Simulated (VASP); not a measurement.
Crystal: NiGe.

```
CELL_PARAMETERS angstrom
0.00000 2.53778 2.53778
2.53778 0.00000 2.53778
2.53778 2.53778 0.00000
ATOMIC_POSITIONS crystal
Ni 0.00000 0.00000 0.00000
Ge 0.25000 0.25000 0.25000
```

```yaml
Program: VASP 6.6.1
Task: relaxation of cell and atoms
Functional: PBE
Potentials_or_basis: VASP PAW PBE potentials, release 64 (Ni, Ge_d)
Cutoff: 600 eV
k_mesh: 6 × 6 × 6
Occupations: gaussian, width 0.1 eV
Spin: no spin polarisation
```

At the start: pressure 17.8 GPa; volume 16.34 Å³/atom.

Task: Where does the relaxation end?

Result: Over 3 steps the energy falls by 126.2 meV/atom and the volume is 18.97 Å³/atom (+16.1 %); space group F-43m (No. 216, to 0.05 Å).

Step by step:
| step | energy change (eV) | largest force (eV/Å) | pressure (GPa) | volume (Å³) |
| --- | --- | --- | --- | --- |
| 1 | 0.0000 | 0.0000 | 17.76 | 32.69 |
| 2 | -0.1571 | 0.0000 | -6.78 | 42.03 |
| 3 | -0.2525 | 0.0000 | 0.01 | 37.95 |

Final structure:
```
Ni Ge
1.0
     0.00000    2.66720    2.66720
     2.66720    0.00000    2.66720
     2.66720    2.66720    0.00000
Ni Ge
1 1
Direct
  0.00000 0.00000 0.00000
  0.25000 0.25000 0.25000
```

Caveat: the volume moved by over 15 % at a fixed basis, so the end points are rough.
